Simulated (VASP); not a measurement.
# Au (Fm-3m) in VASP: a series of runs

Runs on Au. Level: LDA. Tasks: single point.

Everything below comes from runs of VASP 6.6.1. Logs are shortened: lines on timing, memory, paths and dates and some standing lists are left out, and cuts for length are marked.

**1. The cell of the first run**

The structure is cubic, space group Fm-3m (No. 225). Conventional cell: a = 4.046 Å, b = 4.046 Å, c = 4.046 Å, α = 90.00°, β = 90.00°, γ = 90.00°. Au (site symmetry m-3m) has 12 Au at 2.86 Å within 3.8 Å.

**2. Single point, LDA**

INCAR reads:

```
PREC = Accurate ; ENCUT = 520
EDIFF = 1E-7 ; ISMEAR = 1
SIGMA = 0.3 ; LREAL = False
LASPH = True ; NELM = 100
ALGO = Normal ; ISIF = 2
LWAVE = False ; LCHARG = False
GGA = CA ; NBANDS = 12
```

KPOINTS reads:

```
regular mesh
0
Gamma
  13 13 13
```

POSCAR reads:

```
Au
1.0
    0.0000000000      2.0229622709      2.0229622709
    2.0229622709      0.0000000000      2.0229622709
    2.0229622709      2.0229622709      0.0000000000
Au
1
Direct
    0.0000000000      0.0000000000      0.0000000000
```

Potentials or basis: VASP PAW LDA potentials, release 64 (Au).

On the command line:

```sh
$ cat potpaw_LDA.64/Au/POTCAR > POTCAR
$ mpirun -np 1 vasp_std > vasp.out
```

OUTCAR:

```text
PREC = Accurate
   ENCUT = 520
   EDIFF = 1E-7
   ISMEAR = 1
   LREAL = False
   LASPH = True
   NELM = 100
   ISIF = 2
   GGA = CA

 ion  position               nearest neighbor table
   1  0.000  0.000  0.000-

  LATTYP: Found a face centered cubic cell.
 ALAT       =     4.0459245418

  Lattice vectors:

 A1 = (   0.0000000000,   2.0229622709,   2.0229622709)
 A2 = (   2.0229622709,   0.0000000000,   2.0229622709)
 A3 = (   2.0229622709,   2.0229622709,   0.0000000000)

Analysis of symmetry for initial positions (statically):
=====================================================================
 Subroutine PRICEL returns:
 Original cell was already a primitive cell.

 Routine SETGRP: Setting up the symmetry group for a
 face centered cubic supercell.

 Subroutine GETGRP returns: Found 48 space group operations
 (whereof 48 operations were pure point group operations)
 out of a pool of 48 trial point group operations.

The static configuration has the point symmetry O_h .

Analysis of symmetry for dynamics (positions and initial velocities):
=====================================================================
 Subroutine PRICEL returns:
 Original cell was already a primitive cell.

 Routine SETGRP: Setting up the symmetry group for a
 face centered cubic supercell.

 Subroutine GETGRP returns: Found 48 space group operations
 (whereof 48 operations were pure point group operations)
 out of a pool of 48 trial point group operations.

The dynamic configuration has the point symmetry O_h .

 Subroutine INISYM returns: Found 48 space group operations
 (whereof 48 operations are pure point group operations),
 and found     1 'primitive' translations

----------------------------------------------------------------------------------------

                                     Primitive cell

  volume of cell :      16.5574

  direct lattice vectors                    reciprocal lattice vectors
     0.000000000  2.022962271  2.022962271    -0.247162296  0.247162296  0.247162296
     2.022962271  0.000000000  2.022962271     0.247162296 -0.247162296  0.247162296
     2.022962271  2.022962271  0.000000000     0.247162296  0.247162296 -0.247162296

  length of vectors
     2.860900680  2.860900680  2.860900680     0.428097655  0.428097655  0.428097655

  position of ions in fractional coordinates (direct lattice)
     0.000000000  0.000000000  0.000000000

  ion indices of the primitive-cell ions
   primitive index   ion index
                 1           1

----------------------------------------------------------------------------------------

 KPOINTS: regular mesh

Automatic generation of k-mesh.
 Grid dimensions read from file:
 generate k-points for:   13   13   13

 Generating k-lattice:

  Cartesian coordinates                     Fractional coordinates (reciprocal lattice)
    -0.019012484  0.019012484  0.019012484     0.076923077  0.000000000  0.000000000
     0.019012484 -0.019012484  0.019012484     0.000000000  0.076923077  0.000000000
     0.019012484  0.019012484 -0.019012484     0.000000000  0.000000000  0.076923077

  Length of vectors
     0.032930589  0.032930589  0.032930589

  Shift w.r.t. Gamma in fractional coordinates (k-lattice)
     0.000000000  0.000000000  0.000000000

 Subroutine IBZKPT returns following result:
 ===========================================

 Found     84 irreducible k-points:

 Following reciprocal coordinates:
            Coordinates               Weight
  0.000000  0.000000  0.000000      1.000000
  0.076923  0.000000  0.000000      8.000000
  0.153846  0.000000  0.000000      8.000000
  0.230769  0.000000  0.000000      8.000000
  0.307692  0.000000  0.000000      8.000000
  0.384615  0.000000  0.000000      8.000000
[... 16 lines left out ...]
  0.384615  0.153846  0.000000     24.000000
  0.461538  0.153846  0.000000     24.000000
 [... further k-points ...]
   k-points           NKPTS =     84   k-points in BZ     NKDIM =     84   number of bands    NBANDS=     12
   number of dos      NEDOS =    301   number of ions     NIONS =      1
   total plane-waves  NPLWV =  13824
   dimension x,y,z NGX =    24 NGY =   24 NGZ =   24
   dimension x,y,z NGXF=    48 NGYF=   48 NGZF=   48
   ions per type =               1
   NGX,Y,Z   is equivalent  to a cutoff of  13.95, 13.95, 13.95 a.u.
   NGXF,Y,Z  is equivalent  to a cutoff of  27.89, 27.89, 27.89 a.u.
 SYSTEM =  unknown system
   PREC   = accura    normal or accurate (medium, high low for compatibility)
   ISTART =      0    job   : 0-new  1-cont  2-samecut
   ICHARG =      2    charge: 1-file 2-atom 10-const
   ISPIN  =      1    spin polarized calculation?
   LNONCOLLINEAR =      F non collinear calculations
   LSORBIT =      F    spin-orbit coupling
   LASPH  =      T    aspherical Exc in radial PAW
   ENCUT  =  520.0 eV  38.22 Ry    6.18 a.u.   5.32  5.32  5.32*2*pi/ulx,y,z
   NELM   =    100;   NELMIN=  2; NELMDL= -5     # of ELM steps
   EDIFF  = 0.1E-06   stopping-criterion for ELM
   LREAL  =      F    real-space projection
   EDIFFG = 0.1E-05   stopping-criterion for IOM
   NSW    =      0    number of steps for IOM
   IBRION =     -1    ionic relax: 0-MD 1-quasi-New 2-CG
   NFREE  =      0    steps in history (QN), initial steepest desc. (CG)
   ISIF   =      2    stress and relaxation
   ISYM   =      2    0-nonsym 1-usesym 2-fastsym
   POTIM  = 0.5000    time-step for ionic-motion
   TEBEG  =    0.0;   TEEND  =   0.0 temperature during run
   PSTRESS=    0.0 pullay stress
   NELECT =      11.0000    total number of electrons
   NUPDOWN=      -1.0000    fix difference up-down
   EMIN   =  10.00;   EMAX   =-10.00  energy-range for DOS
   EFERMI =   0.00;   METHOD = LEGACY
   ISMEAR =     1;   SIGMA  =   0.30  broadening in eV -4-tet -1-fermi 0-gaus
   EFERMI_NEDOS =   21; number of points for ismear=-14 and -15
   IALGO  =     38    algorithm
   IMIX   =      4    mixing-type and parameters
     AMIX     =   0.40;   BMIX     =  1.00
     AMIX_MAG =   1.60;   BMIX_MAG =  1.00
  volume/ion in A,a.u.               =      16.56       111.74
  Fermi-wavevector in a.u.,A,eV,Ry     =   1.428481  2.699439 27.763495  2.040559
  Thomas-Fermi vector in A             =   2.548539
   LORBIT       =      0    0 simple, 1 ext, 2 COOP (PROOUT), +10 PAW based schemes
   GGA     = CA    functional components
   LHFCALC =     F    Hartree Fock is set to
   AEXX    =    0.0000 exact exchange contribution
   IVDW    =     0    specifies the selected vdW correction
   LEPSILON=     F    determine dielectric tensor
   LRPA    =     F    only Hartree local field effects (RPA)
 non-spin polarized calculation
 Methfessel and Paxton  Order N= 1 SIGMA  =   0.30
  energy-cutoff  :      520.00
  volume of cell :       16.56
 maximum number of plane-waves:       459
 NGX is ok and might be reduce to    24
   NGX = 11   NGY = 11   NGZ = 11

 number of electron      10.9999999 magnetization

 Free energy of the ion-electron system (eV)
  ---------------------------------------------------
  ext. energy  EPLUGINS =         0.00000000
  ---------------------------------------------------
  free energy    TOTEN  =        -4.44870233 eV

  energy without entropy =       -4.44994532  energy(sigma->0) =       -4.44911666

 E-fermi :   9.8741     XC(G=0): -13.1516

 val. band max:        9.8358467546   @ k =   0.4615   0.3077   0.0000
 cond. band min:      10.1044926617   @ k =  -0.3077   0.2308   0.0000
 fundamental gap:      0.2686459071
 Fermi energy:         9.8740720059

 k-point     1 :       0.0000    0.0000    0.0000
  band No.  band energies     occupation
      1      -0.4429      2.00000
      2       4.9058      2.00000
      3       4.9058      2.00000
      4       4.9058      2.00000
      5       6.5232      2.00000
      6       6.5232      2.00000
      7      24.2238      0.00000
      8      28.3438      0.00000
      9      28.3438      0.00000
     10      28.3438      0.00000
     11      33.4682      0.00000
     12      38.3716      0.00000

 k-point     2 :       0.0769    0.0000    0.0000
  band No.  band energies     occupation
      1      -0.2316      2.00000
      2       4.8353      2.00000
      3       4.9793      2.00000
      4       4.9793      2.00000
      5       6.4901      2.00000
      6       6.4901      2.00000
      7      24.4815      0.00000
      8      27.1253      0.00000
      9      28.6084      0.00000
     10      28.6084      0.00000
     11      34.3564      0.00000
     12      36.4272      0.00000

 k-point     3 :       0.1538    0.0000    0.0000
  band No.  band energies     occupation
      1       0.3662      2.00000
      2       4.6893      2.00000
      3       5.1403      2.00000
      4       5.1403      2.00000
      5       6.4573      2.00000
      6       6.4573      2.00000
      7      24.4844      0.00000
      8      25.3655      0.00000
      9      29.3152      0.00000
     10      29.3152      0.00000
     11      32.7207      0.00000
     12      35.0443      0.00000

 k-point     4 :       0.2308    0.0000    0.0000
  band No.  band energies     occupation
      1       1.1961      2.00000
      2       4.6859      2.00000
      3       5.2136      2.00000
      4       5.2136      2.00000
      5       6.6091      2.00000
      6       6.6091      2.00000
      7      21.8522      0.00000
      8      25.4636      0.00000
      9      29.9998      0.00000
     10      29.9998      0.00000
     11      31.6320      0.00000
     12      33.1929      0.00000

 k-point     5 :       0.3077    0.0000    0.0000
  band No.  band energies     occupation
      1       1.8772      2.00000
      2       5.1180      2.00000
      3       5.1180      2.00000
      4       5.2532      2.00000
      5       7.0069      2.00000
      6       7.0069      2.00000
      7      18.8257      0.00000
      8      24.8745      0.00000
      9      29.2986      0.00000
     10      29.2986      0.00000
     11      32.5735      0.00000
     12      33.1826      0.00000

 k-point     6 :       0.3846    0.0000    0.0000
  band No.  band energies     occupation
      1       2.1250      2.00000
      2       4.9744      2.00000
      3       4.9744      2.00000
      4       6.6437      2.00000
      5       7.4587      2.00000
      6       7.4587      2.00000
      7      15.8299     -0.00000
      8      24.1509      0.00000
      9      27.9474      0.00000
     10      27.9474      0.00000
     11      34.2512      0.00000
     12      34.2513      0.00000

 k-point     7 :       0.4615    0.0000    0.0000
  band No.  band energies     occupation
      1       2.1540      2.00000
      2       4.8825      2.00000
      3       4.8825      2.00000
      4       7.7519      2.00000
      5       7.7519      2.00000
      6       8.2873      2.00000
      7      13.4305     -0.00000
      8      23.7385      0.00000
      9      27.1224      0.00000
     10      27.1224      0.00000
     11      35.0371      0.00000
     12      35.0371      0.00000

 k-point     8 :       0.0769    0.0769    0.0000
  band No.  band energies     occupation
      1      -0.1605      2.00000
      2       4.7558      2.00000
      3       5.0361      2.00000
      4       5.0361      2.00000
      5       6.3618      2.00000
      6       6.5877      2.00000
      7      24.5848      0.00000
      8      27.5413      0.00000
      9      28.1971      0.00000
     10      28.1971      0.00000
     11      35.1134      0.00000
     12      36.2065      0.00000
[... 166 lines left out ...]
 k-point    20 :       0.1538    0.1538    0.0000
  band No.  band energies     occupation
      1       0.6455      2.00000
      2       4.3609      2.00000
      3       5.4186      2.00000
      4       5.4186      2.00000
      5       5.9591      2.00000
      6       6.7695      2.00000
      7      25.5696      0.00000
      8      26.5235      0.00000
      9      27.2998      0.00000
     10      27.2998      0.00000
     11      32.8785      0.00000
     12      34.7682      0.00000

 k-point    21 :       0.2308    0.1538    0.0000
  band No.  band energies     occupation
      1       1.3035      2.00000
      2       4.1437      2.00000
      3       5.4429      2.00000
      4       5.6406      2.00000
      5       6.0606      2.00000
      6       6.9253      2.00000
      7      24.2817      0.00000
      8      26.1479      0.00000
      9      26.5980      0.00000
     10      27.9503      0.00000
     11      30.8386      0.00000
     12      34.5520      0.00000

 k-point    22 :       0.3077    0.1538    0.0000
  band No.  band energies     occupation
      1       2.0940      2.00000
      2       4.0961      2.00000
      3       5.1278      2.00000
      4       5.6935      2.00000
      5       6.7864      2.00000
      6       7.2362      2.00000
      7      21.2606      0.00000
      8      25.8635      0.00000
      9      25.9363      0.00000
     10      27.9365      0.00000
     11      31.2847      0.00000
     12      34.4665      0.00000

 k-point    23 :       0.3846    0.1538    0.0000
  band No.  band energies     occupation
      1       2.5908      2.00000
      2       4.5039      2.00000
      3       4.8653      2.00000
      4       5.5889      2.00000
      5       7.6117      2.00000
      6       7.9043      2.00000
      7      18.0898      0.00000
      8      24.9545      0.00000
      9      25.3983      0.00000
     10      27.1373      0.00000
     11      33.5488      0.00000
     12      34.6243      0.00000

 k-point    24 :       0.4615    0.1538    0.0000
  band No.  band energies     occupation
      1       2.7010      2.00000
      2       4.5730      2.00000
      3       5.3999      2.00000
      4       5.4469      2.00000
      5       7.8312      2.00000
      6       9.4425      2.06056
      7      15.1211     -0.00000
      8      24.0777      0.00000
      9      25.2572      0.00000
     10      26.1490      0.00000
     11      34.9383      0.00000
     12      36.0037      0.00000

 [... further k-points ...]
[... 5 lines left out ...]
  --------------------------------------------------------------------------------------
  -------------------------------------------------------------------------------------
  Total        0.0400748      0.0400748      0.0400748      0.0000000      0.0000000     -0.0000000
  in kB        3.8778244      3.8778244      3.8778244      0.0000000      0.0000000     -0.0000000
  external PRESSURE =       3.8778244 kB  Pullay stress =       0.0000000 kB

 VOLUME and BASIS-vectors are now :
 -----------------------------------------------------------------------------
  energy-cutoff  :      520.00
  volume of cell :       16.56
      direct lattice vectors                 reciprocal lattice vectors
     0.000000000  2.022962271  2.022962271    -0.247162296  0.247162296  0.247162296
     2.022962271  0.000000000  2.022962271     0.247162296 -0.247162296  0.247162296
     2.022962271  2.022962271  0.000000000     0.247162296  0.247162296 -0.247162296

 POSITION                                       TOTAL-FORCE (eV/Angst)
 -----------------------------------------------------------------------------------
      0.00000      0.00000      0.00000         0.000000      0.000000      0.000000
 -----------------------------------------------------------------------------------
    total drift:                               -0.000000      0.000000     -0.000000

  FREE ENERGIE OF THE ION-ELECTRON SYSTEM (eV)
  ---------------------------------------------------
  free  energy   TOTEN  =        -4.4487023295 eV

  energy  without entropy=       -4.4499453225  energy(sigma->0) =       -4.44911666
```

Run time: 19 s. Hardware: 1 thread of Intel Xeon 8259CL, shared host; peak memory 0.14 GiB.

What came out:

| Property | Result |
| --- | --- |
| Free energy | -4.4487 eV |
| Pressure | 0.4 GPa |

Caveat: spin-orbit coupling is left out, which moves the levels of the heavy elements.

**3. Single point, LDA**

INCAR reads:

```
PREC = Accurate
ENCUT = 520
EDIFF = 1E-6
ISMEAR = 1
SIGMA = 0.6
LREAL = F
LASPH = T
NELM = 80
ALGO = Normal
ISIF = 2
LWAVE = F
LCHARG = F
NBANDS = 12
```

KPOINTS is that of step 2.

POSCAR is that of step 2.

Potentials or basis: VASP PAW LDA potentials, release 64 (Au).

On the command line:

```sh
$ cat potpaw_LDA.64/Au/POTCAR > POTCAR
$ mpirun -np 1 vasp_std > vasp.out
```

Wall time 16 s (1 thread of Intel Xeon 8259CL, shared host); peak memory 0.14 GiB.

The run converged. Its results:

* Free energy: -4.4471 eV
* Pressure: 0.6 GPa

Levels at points of the mesh, in eV from the Fermi level:
```csv
k point,band 4,band 5,band 6,band 7,band 8,band 9
"(0.00, 0.00, 0.00)",-4.91,-3.29,-3.29,14.40,18.52,18.52
```

Caveat: spin-orbit coupling is left out, which moves the levels of the heavy elements.

(Part 1 of 2 ends here.)
